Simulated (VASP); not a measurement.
# Al (Fm-3m) in VASP: a series of runs

The runs below take Al through single point, relaxation of cell and atoms, with LDA.

Program: VASP 6.6.1. These are calculated values, not measurements. Logs are shortened: lines on timing, memory, paths and dates and some standing lists are left out, and cuts for length are marked.

### 1 The cell of the first run

It takes space group Fm-3m (No. 225, cubic). Conventional cell: a = 3.984 Å, b = 3.984 Å, c = 3.984 Å, α = 90.00°, β = 90.00°, γ = 90.00°. Al (site symmetry m-3m) has 12 Al at 2.82 Å within 3.7 Å.

### 2 Single point, LDA

Input file INCAR:

```
SYSTEM = Al
ALGO = Fast
EDIFF = 1E-6
ENCUT = 520
GGA = CA
ISIF = 2
ISMEAR = 0
LASPH = .True.
LCHARG = .False.
LREAL = .False.
LWAVE = .False.
NBANDS = 8
NELM = 80
PREC = Accurate
SIGMA = 0.1
```

Input file KPOINTS:

```
k-points
0
Gamma
  18 18 18
  0 0 0
```

Input file POSCAR:

```
Al
1.0
    0.0000000000      1.9917869207      1.9917869207
    1.9917869207      0.0000000000      1.9917869207
    1.9917869207      1.9917869207      0.0000000000
Al
1
Direct
    0.0000000000      0.0000000000      0.0000000000
```

Potentials or basis: VASP PAW LDA potentials, release 64 (Al).

On the command line:

```console
$ cat potpaw_LDA.64/Al/POTCAR > POTCAR
$ mpirun -np 1 vasp_std > vasp.out
```

OUTCAR:

```text
SYSTEM = Al
   EDIFF = 1E-6
   ENCUT = 520
   GGA = CA
   ISIF = 2
   ISMEAR = 0
   LASPH = .True.
   LREAL = .False.
   NELM = 80
   PREC = Accurate

 ion  position               nearest neighbor table
   1  0.000  0.000  0.000-

  LATTYP: Found a face centered cubic cell.
 ALAT       =     3.9835738414

  Lattice vectors:

 A1 = (   0.0000000000,   1.9917869207,   1.9917869207)
 A2 = (   1.9917869207,   0.0000000000,   1.9917869207)
 A3 = (   1.9917869207,   1.9917869207,   0.0000000000)

Analysis of symmetry for initial positions (statically):
=====================================================================
 Subroutine PRICEL returns:
 Original cell was already a primitive cell.

 Routine SETGRP: Setting up the symmetry group for a
 face centered cubic supercell.

 Subroutine GETGRP returns: Found 48 space group operations
 (whereof 48 operations were pure point group operations)
 out of a pool of 48 trial point group operations.

The static configuration has the point symmetry O_h .

Analysis of symmetry for dynamics (positions and initial velocities):
=====================================================================
 Subroutine PRICEL returns:
 Original cell was already a primitive cell.

 Routine SETGRP: Setting up the symmetry group for a
 face centered cubic supercell.

 Subroutine GETGRP returns: Found 48 space group operations
 (whereof 48 operations were pure point group operations)
 out of a pool of 48 trial point group operations.

The dynamic configuration has the point symmetry O_h .

 Subroutine INISYM returns: Found 48 space group operations
 (whereof 48 operations are pure point group operations),
 and found     1 'primitive' translations

----------------------------------------------------------------------------------------

                                     Primitive cell

  volume of cell :      15.8037

  direct lattice vectors                    reciprocal lattice vectors
     0.000000000  1.991786921  1.991786921    -0.251030868  0.251030868  0.251030868
     1.991786921  0.000000000  1.991786921     0.251030868 -0.251030868  0.251030868
     1.991786921  1.991786921  0.000000000     0.251030868  0.251030868 -0.251030868

  length of vectors
     2.816812077  2.816812077  2.816812077     0.434798218  0.434798218  0.434798218

  position of ions in fractional coordinates (direct lattice)
     0.000000000  0.000000000  0.000000000

  ion indices of the primitive-cell ions
   primitive index   ion index
                 1           1

[... 73 lines left out ...]
   EDIFFG = 0.1E-04   stopping-criterion for IOM
   NSW    =      0    number of steps for IOM
   IBRION =     -1    ionic relax: 0-MD 1-quasi-New 2-CG
   NFREE  =      0    steps in history (QN), initial steepest desc. (CG)
   ISIF   =      2    stress and relaxation
   ISYM   =      2    0-nonsym 1-usesym 2-fastsym
   POTIM  = 0.5000    time-step for ionic-motion
   TEBEG  =    0.0;   TEEND  =   0.0 temperature during run
   PSTRESS=    0.0 pullay stress
   NELECT =       3.0000    total number of electrons
   NUPDOWN=      -1.0000    fix difference up-down
   EMIN   =  10.00;   EMAX   =-10.00  energy-range for DOS
   EFERMI =   0.00;   METHOD = LEGACY
   ISMEAR =     0;   SIGMA  =   0.10  broadening in eV -4-tet -1-fermi 0-gaus
   EFERMI_NEDOS =   21; number of points for ismear=-14 and -15
   IALGO  =     68    algorithm
   IMIX   =      4    mixing-type and parameters
     AMIX     =   0.40;   BMIX     =  1.00
     AMIX_MAG =   1.60;   BMIX_MAG =  1.00
  volume/ion in A,a.u.               =      15.80       106.65
  Fermi-wavevector in a.u.,A,eV,Ry     =   0.940869  1.777984 12.044340  0.885234
  Thomas-Fermi vector in A             =   2.068323
   LORBIT       =      0    0 simple, 1 ext, 2 COOP (PROOUT), +10 PAW based schemes
   GGA     = CA    functional components
   LHFCALC =     F    Hartree Fock is set to
   AEXX    =    0.0000 exact exchange contribution
   IVDW    =     0    specifies the selected vdW correction
   LEPSILON=     F    determine dielectric tensor
   LRPA    =     F    only Hartree local field effects (RPA)
 non-spin polarized calculation
 RMM-DIIS sequential band-by-band and
 Gauss-broadening in eV      SIGMA  =   0.10
  energy-cutoff  :      520.00
  volume of cell :       15.80
 maximum number of plane-waves:       444
 NGX is ok and might be reduce to    24
   NGX = 11   NGY = 11   NGZ = 11

 number of electron       3.0000000 magnetization

 Free energy of the ion-electron system (eV)
  ---------------------------------------------------
  ext. energy  EPLUGINS =         0.00000000
  ---------------------------------------------------
  free energy    TOTEN  =        -4.19014900 eV

  energy without entropy =       -4.18716109  energy(sigma->0) =       -4.18865504

 E-fermi :   8.2375     XC(G=0): -10.5041

 val. band max:        8.2193826194   @ k =  -0.2778   0.2778   0.0556
 cond. band min:       8.2444646971   @ k =  -0.4444   0.3333   0.1111
 fundamental gap:      0.0250820777
 Fermi energy:         8.2375036062

 k-point     1 :       0.0000    0.0000    0.0000
  band No.  band energies     occupation
      1      -3.1542      2.00000
      2      21.0526      0.00000
      3      21.0526      0.00000
      4      21.0526      0.00000
      5      22.7080      0.00000
      6      22.7080      0.00000
      7      22.7080      0.00000
      8      25.1751      0.00000
[... 243 lines left out ...]
 k-point    24 :      -0.2222    0.0556    0.0000
  band No.  band energies     occupation
      1      -1.4704      2.00000
      2      12.1649      0.00000
      3      17.7277      0.00000
      4      20.6215      0.00000
      5      22.3908      0.00000
      6      23.5556      0.00000
      7      23.9369      0.00000
      8      26.1655      0.00000

 [... further k-points ...]
[... 5 lines left out ...]
  --------------------------------------------------------------------------------------
  -------------------------------------------------------------------------------------
  Total        0.0072740      0.0072740      0.0072740     -0.0000000      0.0000000      0.0000000
  in kB        0.7374423      0.7374423      0.7374423     -0.0000000      0.0000000      0.0000000
  external PRESSURE =       0.7374423 kB  Pullay stress =       0.0000000 kB

 VOLUME and BASIS-vectors are now :
 -----------------------------------------------------------------------------
  energy-cutoff  :      520.00
  volume of cell :       15.80
      direct lattice vectors                 reciprocal lattice vectors
     0.000000000  1.991786921  1.991786921    -0.251030868  0.251030868  0.251030868
     1.991786921  0.000000000  1.991786921     0.251030868 -0.251030868  0.251030868
     1.991786921  1.991786921  0.000000000     0.251030868  0.251030868 -0.251030868

 POSITION                                       TOTAL-FORCE (eV/Angst)
 -----------------------------------------------------------------------------------
      0.00000      0.00000      0.00000         0.000000      0.000000     -0.000000
 -----------------------------------------------------------------------------------
    total drift:                               -0.000000      0.000000      0.000000

  FREE ENERGIE OF THE ION-ELECTRON SYSTEM (eV)
  ---------------------------------------------------
  free  energy   TOTEN  =        -4.1901489985 eV

  energy  without entropy=       -4.1871610873  energy(sigma->0) =       -4.18865504
```

stdout:

```text
POSCAR found type information on POSCAR Al
 POSCAR found :  1 types and       1 ions
 scaLAPACK will be used
 LDA part: xc-table for (Slater(with rela. corr.)+CA(PZ))
 , standard interpolation
 POSCAR, INCAR and KPOINTS ok, starting setup
 FFT: planning ... GRIDC
 FFT: planning ... GRID_SOFT
 FFT: planning ... GRID
 WAVECAR not read
 entering main loop
```

It took 9.9 s on 1 thread of Intel Xeon Platinum 8488C (Sapphire Rapids), shared host; peak memory 0.13 GiB.

Results:

- Free energy: -4.1901 eV
- Pressure: 0.1 GPa

Levels at points of the mesh, in eV from the Fermi level:
```csv
k point,band 1,band 2,band 3,band 4
"(0.00, 0.00, 0.00)",-11.39,12.82,12.82,12.82
"(0.50, 0.00, 0.00)",-4.71,-4.44,11.64,11.64
"(0.50, 0.50, 0.00)",-2.99,-1.61,5.31,5.75
```

### 3 Relaxation of cell and atoms, LDA

Input file INCAR:

```
ALGO = Fast
EDIFF = 1E-6
EDIFFG = -0.005
ENCUT = 600
IBRION = 2
ISIF = 3
ISMEAR = 0
LASPH = True
LCHARG = False
LREAL = False
LWAVE = False
NELM = 80
NSW = 70
PREC = Accurate
SIGMA = 0.1
```

Input file KPOINTS:

```
k-points
0
Gamma
  18 18 18
```

Input file POSCAR:

```
Al
1.0
    0.0000000000      1.9913663546      1.9913663546
    1.9913663546      0.0000000000      1.9913663546
    1.9913663546      1.9913663546      0.0000000000
Al
1
Direct
    0.0000000000      0.0000000000      0.0000000000
```

Potentials or basis: VASP PAW LDA potentials, release 64 (Al).

On the command line:

```console
$ cat potpaw_LDA.64/Al/POTCAR > POTCAR
$ mpirun -np 1 vasp_std > vasp.out
```

OUTCAR:

```text
EDIFF = 1E-6
   EDIFFG = -0.005
   ENCUT = 600
   IBRION = 2
   ISIF = 3
   ISMEAR = 0
   LASPH = True
   LREAL = False
   NELM = 80
   NSW = 70
   PREC = Accurate

 ion  position               nearest neighbor table
   1  0.000  0.000  0.000-

  LATTYP: Found a face centered cubic cell.
 ALAT       =     3.9827327092

  Lattice vectors:

 A1 = (   0.0000000000,   1.9913663546,   1.9913663546)
 A2 = (   1.9913663546,   0.0000000000,   1.9913663546)
 A3 = (   1.9913663546,   1.9913663546,   0.0000000000)

Analysis of symmetry for initial positions (statically):
=====================================================================
 Subroutine PRICEL returns:
 Original cell was already a primitive cell.

 Routine SETGRP: Setting up the symmetry group for a
 face centered cubic supercell.

 Subroutine GETGRP returns: Found 48 space group operations
 (whereof 48 operations were pure point group operations)
 out of a pool of 48 trial point group operations.

The static configuration has the point symmetry O_h .

Analysis of symmetry for dynamics (positions and initial velocities):
=====================================================================
 Subroutine PRICEL returns:
 Original cell was already a primitive cell.

 Routine SETGRP: Setting up the symmetry group for a
 face centered cubic supercell.

 Subroutine GETGRP returns: Found 48 space group operations
 (whereof 48 operations were pure point group operations)
 out of a pool of 48 trial point group operations.

The dynamic configuration has the point symmetry O_h .

 Subroutine INISYM returns: Found 48 space group operations
 (whereof 48 operations are pure point group operations),
 and found     1 'primitive' translations

----------------------------------------------------------------------------------------

                                     Primitive cell

  volume of cell :      15.7937

  direct lattice vectors                    reciprocal lattice vectors
     0.000000000  1.991366355  1.991366355    -0.251083885  0.251083885  0.251083885
     1.991366355  0.000000000  1.991366355     0.251083885 -0.251083885  0.251083885
     1.991366355  1.991366355  0.000000000     0.251083885  0.251083885 -0.251083885

  length of vectors
     2.816217306  2.816217306  2.816217306     0.434890045  0.434890045  0.434890045

  position of ions in fractional coordinates (direct lattice)
     0.000000000  0.000000000  0.000000000

  ion indices of the primitive-cell ions
   primitive index   ion index
                 1           1

----------------------------------------------------------------------------------------

 KPOINTS: k-points

Automatic generation of k-mesh.
 Grid dimensions read from file:
 generate k-points for:   18   18   18

 Generating k-lattice:

  Cartesian coordinates                     Fractional coordinates (reciprocal lattice)
    -0.013949105  0.013949105  0.013949105     0.055555556  0.000000000  0.000000000
     0.013949105 -0.013949105  0.013949105     0.000000000  0.055555556  0.000000000
     0.013949105  0.013949105 -0.013949105     0.000000000  0.000000000  0.055555556

[... 83 lines left out ...]
   AEXX    =    0.0000 exact exchange contribution
   IVDW    =     0    specifies the selected vdW correction
   LEPSILON=     F    determine dielectric tensor
   LRPA    =     F    only Hartree local field effects (RPA)
 conjugate gradient relaxation of ions
 non-spin polarized calculation
 RMM-DIIS sequential band-by-band and
 Gauss-broadening in eV      SIGMA  =   0.10
  energy-cutoff  :      600.00
  volume of cell :       15.79
 maximum number of plane-waves:       544
   NGX = 11   NGY = 11   NGZ = 11

--------------------------------------- Ionic step        1  -------------------------------------------

 number of electron       3.0000000 magnetization

 Free energy of the ion-electron system (eV)
  ---------------------------------------------------
  ext. energy  EPLUGINS =         0.00000000
  ---------------------------------------------------
  free energy    TOTEN  =        -4.19017937 eV

  energy without entropy =       -4.18719160  energy(sigma->0) =       -4.18868548

------------------------ aborting loop because EDIFF is reached ----------------------------------------

  FORCE on cell =-STRESS in cart. coord.  units (eV):
  Direction    XX          YY          ZZ          XY          YZ          ZX
  --------------------------------------------------------------------------------------
  -------------------------------------------------------------------------------------
  Total        0.0125552      0.0125552      0.0125552      0.0000000      0.0000000      0.0000000
  in kB        1.2736548      1.2736548      1.2736548      0.0000000      0.0000000      0.0000000
  external PRESSURE =       1.2736548 kB  Pullay stress =       0.0000000 kB

 VOLUME and BASIS-vectors are now :
 -----------------------------------------------------------------------------
  energy-cutoff  :      600.00
  volume of cell :       15.79
      direct lattice vectors                 reciprocal lattice vectors
     0.000000000  1.991366355  1.991366355    -0.251083885  0.251083885  0.251083885
     1.991366355  0.000000000  1.991366355     0.251083885 -0.251083885  0.251083885
     1.991366355  1.991366355  0.000000000     0.251083885  0.251083885 -0.251083885

 POSITION                                       TOTAL-FORCE (eV/Angst)
 -----------------------------------------------------------------------------------
      0.00000      0.00000      0.00000        -0.000000     -0.000000     -0.000000
 -----------------------------------------------------------------------------------
    total drift:                               -0.000000      0.000000      0.000000

  FREE ENERGIE OF THE ION-ELECTRON SYSTEM (eV)
  ---------------------------------------------------
  free  energy   TOTEN  =        -4.1901793653 eV

  energy  without entropy=       -4.1871916012  energy(sigma->0) =       -4.18868548

--------------------------------------- Ionic step        2  -------------------------------------------

 number of electron       3.0000000 magnetization

 Free energy of the ion-electron system (eV)
  ---------------------------------------------------
  ext. energy  EPLUGINS =         0.00000000
  ---------------------------------------------------
  free energy    TOTEN  =        -4.19018936 eV

  energy without entropy =       -4.18720142  energy(sigma->0) =       -4.18869539

 E-fermi :   8.2245     XC(G=0): -10.4999

 val. band max:        8.2069679270   @ k =  -0.2778   0.2778   0.0556
 cond. band min:       8.2318625584   @ k =  -0.4444   0.3333   0.1111
 fundamental gap:      0.0248946313
 Fermi energy:         8.2244706967

 k-point     1 :       0.0000    0.0000    0.0000
  band No.  band energies     occupation
      1      -3.1588      2.00000
      2      21.0330      0.00000
      3      21.0330      0.00000
      4      21.0330      0.00000
      5      22.6788      0.00000
[... 177 lines left out ...]
 k-point    24 :      -0.2222    0.0556    0.0000
  band No.  band energies     occupation
      1      -1.4763      2.00000
      2      12.1493      0.00000
      3      17.7071      0.00000
      4      20.5989      0.00000
      5      22.3670      0.00000

 [... further k-points ...]
[... 5 lines left out ...]
  --------------------------------------------------------------------------------------
  -------------------------------------------------------------------------------------
  Total       -0.0007599     -0.0007599     -0.0007599      0.0000000      0.0000000     -0.0000000
  in kB       -0.0769513     -0.0769513     -0.0769513      0.0000000      0.0000000     -0.0000000
  external PRESSURE =      -0.0769513 kB  Pullay stress =       0.0000000 kB

 VOLUME and BASIS-vectors are now :
 -----------------------------------------------------------------------------
  energy-cutoff  :      600.00
  volume of cell :       15.82
      direct lattice vectors                 reciprocal lattice vectors
     0.000000000  1.992572520  1.992572520    -0.250931896  0.250931896  0.250931896
     1.992572520  0.000000000  1.992572520     0.250931896 -0.250931896  0.250931896
     1.992572520  1.992572520  0.000000000     0.250931896  0.250931896 -0.250931896

 POSITION                                       TOTAL-FORCE (eV/Angst)
 -----------------------------------------------------------------------------------
      3.98515      1.99257      1.99257         0.000000      0.000000      0.000000
 -----------------------------------------------------------------------------------
    total drift:                               -0.000000     -0.000000     -0.000000

  FREE ENERGIE OF THE ION-ELECTRON SYSTEM (eV)
  ---------------------------------------------------
  free  energy   TOTEN  =        -4.1901893600 eV

  energy  without entropy=       -4.1872014165  energy(sigma->0) =       -4.18869539

 reached required accuracy - stopping structural energy minimisation
```

CONTCAR:

```text
Al
   1.00000000000000
     0.0000000000000000    1.9925725203518914    1.9925725203518914
     1.9925725203518914    0.0000000000000000    1.9925725203518914
     1.9925725203518914    1.9925725203518914    0.0000000000000000
  Al
     1
Direct
     0.0000000000000000    1.0000000000000000    1.0000000000000000

  0.00000000E+00  0.00000000E+00  0.00000000E+00
```

Run time: 9 s. Hardware: 1 thread of Intel Xeon Platinum 8488C (Sapphire Rapids), shared host; peak memory 0.13 GiB.

Results:

```
Free energy                            : -4.1902 eV
Relaxed volume                         : 15.82 Å³/atom
Relaxed cell                           : a = 2.818 Å, b = 2.818 Å, c = 2.818 Å, α = 60.00°, β = 60.00°, γ = 60.00°
Space group after relaxing (to 0.05 Å) : Fm-3m (No. 225)
Energy gained by relaxing              : 0.0 meV/atom
Ionic steps                            : 2
Pressure after relaxing                : 0.0 GPa
```

Final structure:
```yaml
crystal:
  lattice:
    - [0.00000, 1.99257, 1.99257]
    - [1.99257, 0.00000, 1.99257]
    - [1.99257, 1.99257, 0.00000]
  atoms:
    - { symbol: Al, position: [0.00000, 0.00000, 0.00000] }
```

Levels at points of the mesh, in eV from the Fermi level:
```tsv
k point	band 1	band 2	band 3	band 4	band 5
(0.00, 0.00, 0.00)	-11.38	12.81	12.81	12.81	14.45
(0.50, 0.00, 0.00)	-4.71	-4.44	11.64	11.64	11.69
(0.50, 0.50, 0.00)	-2.99	-1.61	5.31	5.74	5.74
```
